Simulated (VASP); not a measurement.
Runs of VASP 6.6.1 on BN. The structure is that of space group R3m (No. 160), or close to it. The cells are those of the table. 

```csv
cell,gap on the mesh (eV),pressure (GPa)
"relaxed from a = 2.469, b = 2.469, c = 3.308 Å, angles 90.0, 111.9, 120.0°, 2 atoms",(a),6.3
"relaxed from a = 2.481, b = 2.481, c = 3.556 Å, angles 90.3, 110.1, 120.0°, 2 atoms",4.11,0.8
"relaxed from a = 2.474, b = 2.474, c = 3.390 Å, angles 90.1, 111.3, 120.0°, 2 atoms",3.96,4.0
"relaxed from a = 2.478, b = 2.478, c = 3.473 Å, angles 90.2, 110.7, 120.0°, 2 atoms",4.04,2.1
```

Alike in all rows: level PBE+D3(BJ); potentials or basis VASP PAW PBE potentials, release 64 (B, N); no spin polarisation; k mesh 12 × 12 × 12.

**Question.** Fill in the values left out.

**Answer.** (a) 3.87.

A k mesh can miss the band edges.
